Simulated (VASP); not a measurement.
# SnO2 (I4_1/amd) in VASP: notebook

SnO2 is run at these levels: PBEsol; tasks: single point.

Program: VASP 6.6.1. These are calculated values, not measurements. Logs are shortened: lines on timing, memory, paths and dates and some standing lists are left out, and cuts for length are marked.

**1. The cell of the first run**

It takes space group I4_1/amd (No. 141, tetragonal). The conventional cell has a = 4.000 Å, b = 4.000 Å, c = 10.042 Å, α = 90.00°, β = 90.00°, γ = 90.00°. Within 2.7 Å of Sn (site symmetry -4m2) lie 6 O at 2.04 to 2.05 Å. O (site symmetry 2mm) has 3 Sn at 2.04 to 2.05 Å and 2 O at 2.55 Å within 2.7 Å.

**2. Single point, PBEsol**

Contents of INCAR:

```
PREC     = Accurate       # precision mode
ENCUT    = 520            # plane-wave cutoff, eV
EDIFF    = 1E-6           # SCF threshold, eV
ISMEAR   = -1             # smearing method
SIGMA    = 0.02           # smearing width, eV
LREAL    = False          # projectors in reciprocal space
LASPH    = True           # aspherical terms in the spheres
NELM     = 80             # most SCF steps
ALGO     = Normal         # electronic algorithm
ISIF     = 2              # what is computed and relaxed
LWAVE    = False          # write WAVECAR
LCHARG   = True           # write CHGCAR
GGA      = PS             # functional
LELF     = True           # ELF
LVHAR    = True         
NBANDS   = 35             # bands
```

Contents of KPOINTS:

```
Automatic mesh
0
Gamma
  8 8 8
```

Contents of POSCAR:

```
SnO2
1.0
   -2.0000690000      2.0000690000      5.0212054200
    2.0000690000     -2.0000690000      5.0212054200
    2.0000690000      2.0000690000     -5.0212054200
Sn O
2 4
Direct
    0.7500000000      0.2500000000      0.5000000000
    0.0000000000      0.0000000000      0.0000000000
    0.7965230000      0.7965230000      0.0000000000
    0.9534770000      0.4534770000      0.5000000000
    0.2034770000      0.2034770000      0.0000000000
    0.5465230000      0.0465230000      0.5000000000
```

Potentials or basis: VASP PAW PBE potentials, release 64 (Sn_d, O).

Started as:

```
$ cat potpaw_PBE.64/Sn_d/POTCAR potpaw_PBE.64/O/POTCAR > POTCAR
$ mpirun -np 1 vasp_std > vasp.out
```

OUTCAR:

```text
PREC = Accurate
   ENCUT = 520
   EDIFF = 1E-6
   ISMEAR = -1
   LREAL = False
   LASPH = True
   NELM = 80
   ISIF = 2
   GGA = PS

 ion  position               nearest neighbor table
   1  0.750  0.250  0.500-   4 2.04   6 2.04   5 2.05   3 2.05   3 2.05   5 2.05   2 3.21   2 3.21
                             2 3.21   2 3.21
   2  0.000  0.000  0.000-   3 2.04   5 2.04   4 2.05   6 2.05   6 2.05   4 2.05   1 3.21   1 3.21
                             1 3.21   1 3.21
   3  0.797  0.797  0.000-   2 2.04   1 2.05   1 2.05
   4  0.953  0.453  0.500-   1 2.04   2 2.05   2 2.05
   5  0.203  0.203  0.000-   2 2.04   1 2.05   1 2.05
   6  0.547  0.047  0.500-   1 2.04   2 2.05   2 2.05

  LATTYP: Found a body centered tetragonal cell.
 ALAT       =     4.0001380000
 C/A-ratio  =     2.5105160972

  Lattice vectors:

 A1 = (  -2.0000690000,   2.0000690000,   5.0212054200)
 A2 = (   2.0000690000,  -2.0000690000,   5.0212054200)
 A3 = (   2.0000690000,   2.0000690000,  -5.0212054200)

Analysis of symmetry for initial positions (statically):
=====================================================================
 Subroutine PRICEL returns:
 Original cell was already a primitive cell.

 Routine SETGRP: Setting up the symmetry group for a
 body centered tetragonal supercell.

 Subroutine GETGRP returns: Found 16 space group operations
 (whereof  8 operations were pure point group operations)
 out of a pool of 16 trial point group operations.

The static configuration has the point symmetry D_2d.
 The point group associated with its full space group is D_4h.

Analysis of symmetry for dynamics (positions and initial velocities):
=====================================================================
 Subroutine PRICEL returns:
 Original cell was already a primitive cell.

 Routine SETGRP: Setting up the symmetry group for a
 body centered tetragonal supercell.

 Subroutine GETGRP returns: Found 16 space group operations
 (whereof  8 operations were pure point group operations)
 out of a pool of 16 trial point group operations.

The dynamic configuration has the point symmetry D_2d.
 The point group associated with its full space group is D_4h.

 Subroutine INISYM returns: Found 16 space group operations
 (whereof  8 operations are pure point group operations),
 and found     1 'primitive' translations

----------------------------------------------------------------------------------------

                                     Primitive cell

  volume of cell :      80.3448

  direct lattice vectors                    reciprocal lattice vectors
    -2.000069000  2.000069000  5.021205420     0.000000000  0.249991375  0.099577683
     2.000069000 -2.000069000  5.021205420     0.249991375  0.000000000  0.099577683
     2.000069000  2.000069000 -5.021205420     0.249991375  0.249991375  0.000000000

  length of vectors
     5.763076945  5.763076945  5.763076945     0.269093669  0.269093669  0.353541193

  position of ions in fractional coordinates (direct lattice)
     0.750000000  0.250000000  0.500000000
     0.000000000  0.000000000  0.000000000
     0.796523000  0.796523000  0.000000000
     0.953477000  0.453477000  0.500000000
     0.203477000  0.203477000  0.000000000
     0.546523000  0.046523000  0.500000000

  ion indices of the primitive-cell ions
   primitive index   ion index
                 1           1
                 2           2
                 3           3
                 4           4
                 5           5
                 6           6

----------------------------------------------------------------------------------------

 KPOINTS: Automatic mesh

Automatic generation of k-mesh.
 Grid dimensions read from file:
 generate k-points for:    8    8    8

 Generating k-lattice:

  Cartesian coordinates                     Fractional coordinates (reciprocal lattice)
     0.000000000  0.031248922  0.012447210     0.125000000 -0.000000000  0.000000000
     0.031248922  0.000000000  0.012447210    -0.000000000  0.125000000  0.000000000
     0.031248922  0.031248922  0.000000000     0.000000000  0.000000000  0.125000000

  Length of vectors
     0.033636709  0.033636709  0.044192649

  Shift w.r.t. Gamma in fractional coordinates (k-lattice)
     0.000000000  0.000000000  0.000000000

 Subroutine IBZKPT returns following result:
 ===========================================

 Found     59 irreducible k-points:

 Following reciprocal coordinates:
            Coordinates               Weight
  0.000000  0.000000  0.000000      1.000000
  0.125000  0.000000  0.000000      8.000000
  0.250000  0.000000  0.000000      8.000000
  0.375000  0.000000  0.000000      8.000000
  0.500000  0.000000  0.000000      4.000000
  0.125000  0.125000  0.000000      8.000000
[... 16 lines left out ...]
  0.250000  0.125000  0.125000     16.000000
  0.375000  0.125000  0.125000      8.000000
 [... further k-points ...]
   k-points           NKPTS =     59   k-points in BZ     NKDIM =     59   number of bands    NBANDS=     35
   number of dos      NEDOS =    301   number of ions     NIONS =      6
   total plane-waves  NPLWV = 110592
   dimension x,y,z NGX =    48 NGY =   48 NGZ =   48
   dimension x,y,z NGXF=    96 NGYF=   96 NGZF=   96
   ions per type =               2   4
   NGX,Y,Z   is equivalent  to a cutoff of  13.85, 13.85, 13.85 a.u.
   NGXF,Y,Z  is equivalent  to a cutoff of  27.69, 27.69, 27.69 a.u.
 SYSTEM =  unknown system
   PREC   = accura    normal or accurate (medium, high low for compatibility)
   ISTART =      0    job   : 0-new  1-cont  2-samecut
   ICHARG =      2    charge: 1-file 2-atom 10-const
   ISPIN  =      1    spin polarized calculation?
   LNONCOLLINEAR =      F non collinear calculations
   LSORBIT =      F    spin-orbit coupling
   LASPH  =      T    aspherical Exc in radial PAW
   ENCUT  =  520.0 eV  38.22 Ry    6.18 a.u.  10.72 10.72 10.72*2*pi/ulx,y,z
   NELM   =     80;   NELMIN=  2; NELMDL= -5     # of ELM steps
   EDIFF  = 0.1E-05   stopping-criterion for ELM
   LREAL  =      F    real-space projection
   EDIFFG = 0.1E-04   stopping-criterion for IOM
   NSW    =      0    number of steps for IOM
   IBRION =     -1    ionic relax: 0-MD 1-quasi-New 2-CG
   NFREE  =      0    steps in history (QN), initial steepest desc. (CG)
   ISIF   =      2    stress and relaxation
   ISYM   =      2    0-nonsym 1-usesym 2-fastsym
   POTIM  = 0.5000    time-step for ionic-motion
   TEBEG  =    0.0;   TEEND  =   0.0 temperature during run
   PSTRESS=    0.0 pullay stress
   NELECT =      52.0000    total number of electrons
   NUPDOWN=      -1.0000    fix difference up-down
   EMIN   =  10.00;   EMAX   =-10.00  energy-range for DOS
   EFERMI =   0.00;   METHOD = LEGACY
   ISMEAR =    -1;   SIGMA  =   0.02  broadening in eV -4-tet -1-fermi 0-gaus
   EFERMI_NEDOS =   21; number of points for ismear=-14 and -15
   IALGO  =     38    algorithm
   IMIX   =      4    mixing-type and parameters
     AMIX     =   0.40;   BMIX     =  1.00
     AMIX_MAG =   1.60;   BMIX_MAG =  1.00
  volume/ion in A,a.u.               =      13.39        90.37
  Fermi-wavevector in a.u.,A,eV,Ry     =   1.416087  2.676017 27.283799  2.005303
  Thomas-Fermi vector in A             =   2.537458
   LORBIT       =      0    0 simple, 1 ext, 2 COOP (PROOUT), +10 PAW based schemes
   GGA     = PS    functional components
   LHFCALC =     F    Hartree Fock is set to
   AEXX    =    0.0000 exact exchange contribution
   IVDW    =     0    specifies the selected vdW correction
   LEPSILON=     F    determine dielectric tensor
   LRPA    =     F    only Hartree local field effects (RPA)
 non-spin polarized calculation
  energy-cutoff  :      520.00
  volume of cell :       80.34
 maximum number of plane-waves:      2202
 NGX is ok and might be reduce to    48
   NGX = 21   NGY = 21   NGZ = 21

 number of electron      52.0000000 magnetization

 Free energy of the ion-electron system (eV)
  ---------------------------------------------------
  ext. energy  EPLUGINS =         0.00000000
  ---------------------------------------------------
  free energy    TOTEN  =       -39.16974018 eV

  energy without entropy =      -39.16974018  energy(sigma->0) =      -39.16974018

 E-fermi :   4.5506     XC(G=0): -10.6493

 val. band max:        4.1146536056   @ k =   0.2500   0.2500   0.2500
 cond. band min:       5.9559170376   @ k =   0.0000   0.0000   0.0000
 fundamental gap:      1.8412634320
 Fermi energy:         4.5505606413

 k-point     1 :       0.0000    0.0000    0.0000
  band No.  band energies     occupation
      1     -16.2580      2.00000
      2     -16.1697      2.00000
      3     -16.0109      2.00000
      4     -15.4948      2.00000
      5     -15.3121      2.00000
      6     -15.3121      2.00000
[... 27 lines left out ...]
     34      16.4989      0.00000
     35      16.5058      0.00000

 k-point     2 :       0.1250    0.0000    0.0000
  band No.  band energies     occupation
      1     -16.2704      2.00000
      2     -16.1017      2.00000
      3     -15.9957      2.00000
      4     -15.4960      2.00000
      5     -15.3164      2.00000
      6     -15.3084      2.00000
[... 27 lines left out ...]
     34      15.9174      0.00000
     35      16.2302      0.00000

 k-point     3 :       0.2500    0.0000    0.0000
  band No.  band energies     occupation
      1     -16.2709      2.00000
      2     -16.0260      2.00000
      3     -15.8968      2.00000
      4     -15.4952      2.00000
      5     -15.3258      2.00000
      6     -15.2994      2.00000
[... 27 lines left out ...]
     34      15.7403      0.00000
     35      15.7656      0.00000
[... 723 lines left out ...]
 k-point    23 :       0.2500    0.1250    0.1250
  band No.  band energies     occupation
      1     -16.1325      2.00000
      2     -15.8894      2.00000
      3     -15.6980      2.00000
      4     -15.4724      2.00000
      5     -15.3631      2.00000
      6     -15.2480      2.00000
[... 27 lines left out ...]
     34      15.4734      0.00000
     35      16.2857      0.00000

 k-point    24 :       0.3750    0.1250    0.1250
  band No.  band energies     occupation
      1     -16.1186      2.00000
      2     -15.8943      2.00000
      3     -15.6332      2.00000
      4     -15.4430      2.00000
      5     -15.3745      2.00000
      6     -15.2318      2.00000
[... 27 lines left out ...]
     34      15.5124      0.00000
     35      17.1424      0.00000

 [... further k-points ...]

------------------------ aborting loop because EDIFF is reached ----------------------------------------

  FORCE on cell =-STRESS in cart. coord.  units (eV):
  Direction    XX          YY          ZZ          XY          YZ          ZX
  --------------------------------------------------------------------------------------
  -------------------------------------------------------------------------------------
  Total        2.0520745      2.0520745      4.4115376      0.0000000      0.0000000      0.0000000
  in kB       40.9209558     40.9209558     87.9716278      0.0000000      0.0000000      0.0000000
  external PRESSURE =      56.6045131 kB  Pullay stress =       0.0000000 kB

 VOLUME and BASIS-vectors are now :
 -----------------------------------------------------------------------------
  energy-cutoff  :      520.00
  volume of cell :       80.34
      direct lattice vectors                 reciprocal lattice vectors
    -2.000069000  2.000069000  5.021205420     0.000000000  0.249991375  0.099577683
     2.000069000 -2.000069000  5.021205420     0.249991375  0.000000000  0.099577683
     2.000069000  2.000069000 -5.021205420     0.249991375  0.249991375  0.000000000

 POSITION                                       TOTAL-FORCE (eV/Angst)
 -----------------------------------------------------------------------------------
      0.00000      2.00007      2.51060         0.000000      0.000000     -0.000000
      0.00000      0.00000      0.00000         0.000000      0.000000     -0.000000
      0.00000      0.00000      7.99901        -0.000000     -0.000000     -0.344526
      0.00000      2.00007      4.55400         0.000000      0.000000      0.344526
      0.00000      0.00000      2.04340        -0.000000     -0.000000      0.344526
      0.00000      2.00007      0.46720        -0.000000     -0.000000     -0.344526
 -----------------------------------------------------------------------------------
    total drift:                                0.000000     -0.000000      0.000000

  FREE ENERGIE OF THE ION-ELECTRON SYSTEM (eV)
  ---------------------------------------------------
  free  energy   TOTEN  =       -39.1697401822 eV

  energy  without entropy=      -39.1697401822  energy(sigma->0) =      -39.16974018
```

It took 3.3 min on 1 thread of Intel Xeon 6975P-C (Granite Rapids), shared host; peak memory 0.39 GiB.

Results:

| Quantity | Value |
| --- | --- |
| Free energy | -39.1697 eV |
| Pressure | 5.7 GPa |
| Largest force | 0.345 eV/Å |
| Band gap on the k mesh | 1.84 eV (least direct gap 2.26 eV) |

Forces in eV/Å, atoms in the order of the input:
```
Sn   0.000  0.000  0.000
Sn   0.000  0.000  0.000
O    0.000  0.000 -0.345
O    0.000  0.000  0.345
O    0.000  0.000  0.345
O    0.000  0.000 -0.345
```

Stress tensor (GPa, compression positive):
```
4.09 0.00 0.00
0.00 4.09 0.00
0.00 0.00 8.80
```

Levels at points of the mesh, in eV from the valence-band top:
| k point | band 22 | band 23 | band 24 | band 25 | band 26 | band 27 | band 28 | band 29 | band 30 | band 31 |
| --- | --- | --- | --- | --- | --- | --- | --- | --- | --- | --- |
| (0.00, 0.00, 0.00) | -1.13 | -0.68 | -0.68 | -0.42 | -0.42 | 1.84 | 5.82 | 9.38 | 10.00 | 10.22 |
| (0.50, 0.00, 0.00) | -1.07 | -0.81 | -0.79 | -0.59 | -0.37 | 5.15 | 6.44 | 8.00 | 8.66 | 10.12 |
| (0.50, 0.50, 0.00) | -0.93 | -0.76 | -0.76 | -0.06 | -0.06 | 7.50 | 7.50 | 7.69 | 7.69 | 8.74 |
| (0.50, 0.50, 0.50) | -2.72 | -1.06 | -1.06 | -0.31 | -0.31 | 4.51 | 4.51 | 7.70 | 7.70 | 12.04 |

Caveat: the cell stands under pressure; the PAW data sets were made with another functional, which shifts forces and pressure a little; spin-orbit coupling is left out, which moves the levels of the heavy elements. A k mesh can miss the band edges.

**3. Single point, PBEsol**

This run uses another cell than the first one, of 13.53 Å³/atom.

Contents of INCAR:

```
PREC = Accurate
ENCUT = 520
EDIFF = 1E-6
ISMEAR = -1
SIGMA = 0.02
LREAL = F
LASPH = T
NELM = 80
ALGO = Normal
ISIF = 2
LWAVE = F
LCHARG = T
GGA = PS
LELF = T
LVHAR = T
NBANDS = 35
```

KPOINTS is that of step 2.

POSCAR: that of step 2 with these lines changed.

```diff
@@ -2,5 +2,5 @@
 1.0
-   -2.0000690000      2.0000690000      5.0212054200
-    2.0000690000     -2.0000690000      5.0212054200
-    2.0000690000      2.0000690000     -5.0212054200
+   -2.0000690000      2.0000690000      5.0724422100
+    2.0000690000     -2.0000690000      5.0724422100
+    2.0000690000      2.0000690000     -5.0724422100
 Sn O
```

Potentials or basis: VASP PAW PBE potentials, release 64 (Sn_d, O).

Started as:

```
$ cat potpaw_PBE.64/Sn_d/POTCAR potpaw_PBE.64/O/POTCAR > POTCAR
$ mpirun -np 1 vasp_std > vasp.out
```

Run time: 2.7 min. Hardware: 1 thread of Intel Xeon 6975P-C (Granite Rapids), shared host; peak memory 0.38 GiB.

The run converged. Its results:

```yaml
Free_energy: -39.2047 eV
Pressure: 3.4 GPa
Largest_force: 0.132 eV/Å
Band_gap_on_the_k_mesh: 1.70 eV (least direct gap 2.10 eV)
```

Forces on the atoms (eV/Å):
```
Sn   0.000  0.000  0.000
Sn   0.000  0.000  0.000
O    0.000  0.000 -0.132
O    0.000  0.000  0.132
O    0.000  0.000  0.132
O    0.000  0.000 -0.132
```

Stress tensor (GPa, compression positive):
```
2.79 0.00 0.00
0.00 2.79 0.00
0.00 0.00 4.50
```

Levels at points of the mesh, in eV from the valence-band top:
```csv
k point,band 23,band 24,band 25,band 26,band 27,band 28,band 29,band 30
"(0.00, 0.00, 0.00)",-0.67,-0.67,-0.40,-0.40,1.70,5.65,9.31,9.89
"(0.50, 0.00, 0.00)",-0.79,-0.77,-0.58,-0.38,5.02,6.29,7.92,8.59
"(0.50, 0.50, 0.00)",-0.79,-0.79,-0.05,-0.05,7.39,7.39,7.63,7.63
"(0.50, 0.50, 0.50)",-1.04,-1.04,-0.29,-0.29,4.35,4.35,7.63,7.63
```

Caveat: the cell stands under pressure; the PAW data sets were made with another functional, which shifts forces and pressure a little; spin-orbit coupling is left out, which moves the levels of the heavy elements. A k mesh can miss the band edges.
